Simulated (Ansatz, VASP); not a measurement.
# Two plane-wave programs on Si4GePt

```
Si Ge Pt
1.0
     0.00000    3.63102    3.63102
     3.63102    0.00000    3.63102
     3.63102    3.63102    0.00000
Si Ge Pt
4 1 1
Direct
  0.87442 0.37519 0.37519
  0.37519 0.37519 0.37519
  0.37519 0.87442 0.37519
  0.37519 0.37519 0.87442
  0.00000 0.00000 0.00000
  0.75000 0.75000 0.75000
```

Change from the starting cell: species swapped into the ErCu4Au type (F-43m, No. 216).

Alike in both runs: functional PBE; k mesh 4 × 4 × 4; occupations gaussian, width 0.1 eV; no spin polarisation.

Ansatz relaxed the structure, and its values are those at the end. VASP's run is a single point on that final structure, the one shown.

|  | VASP | Ansatz |
| --- | --- | --- |
| version | VASP 6.6.1 | Ansatz 0.2.0 |
| potentials or method | VASP PAW PBE potentials, release 64 (Si, Ge_d, Pt), cutoff 520 eV | scalar-relativistic, plane waves, PAW |
| valence electrons in the cell | 40 | 48 |

```tsv
	VASP	Ansatz	Ansatz less VASP
gap on the k mesh at the Fermi level (eV)	none	none	-
pressure (GPa)	0.2	0.2	+0.06
rms of the force components (eV/Å)	0.022	0.023	+0.0007
```

A gap of «none» marks a metal or a gap that the smearing closes. The functional is the same, so the differences come from potentials, cutoffs and numerics. VASP's potentials hold 40 valence electrons a cell and Ansatz's 48, so a difference there can come from the potentials and not from the codes.

The k mesh is coarse, so the values compare programs but aren't converged. Spin-orbit coupling is off throughout.
